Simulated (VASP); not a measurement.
The system is ZnS.

```xyz
4
Lattice="3.5896 0.0000 0.0000 -1.7948 3.1087 0.0000 0.0000 0.0000 5.8800" Properties=species:S:1:pos:R:3 pbc="T T T"
Zn    0.0000    0.0000    0.0000
Zn    0.0000    0.0000    2.9400
S     0.0000    2.0725    1.4700
S     1.7948    1.0362    4.4100
```

Program: VASP 6.6.1. Alike in all runs: task single point; no spin polarisation; cell as given; k mesh 12 × 12 × 4; cutoff (eV) 520; smearing gaussian 0.01 eV.

Order these runs on this cell by their band gap on the k mesh, lowest first.
A. level LDA; potentials or basis VASP PAW LDA potentials, release 64 (Zn, S)
B. level PBE; potentials or basis VASP PAW PBE potentials, release 64 (Zn, S)
C. level r2SCAN; potentials or basis VASP PAW PBE potentials, release 64 (Zn, S)

A (0.15 eV), B (0.37 eV), C (0.82 eV).

A k mesh can miss the band edges.
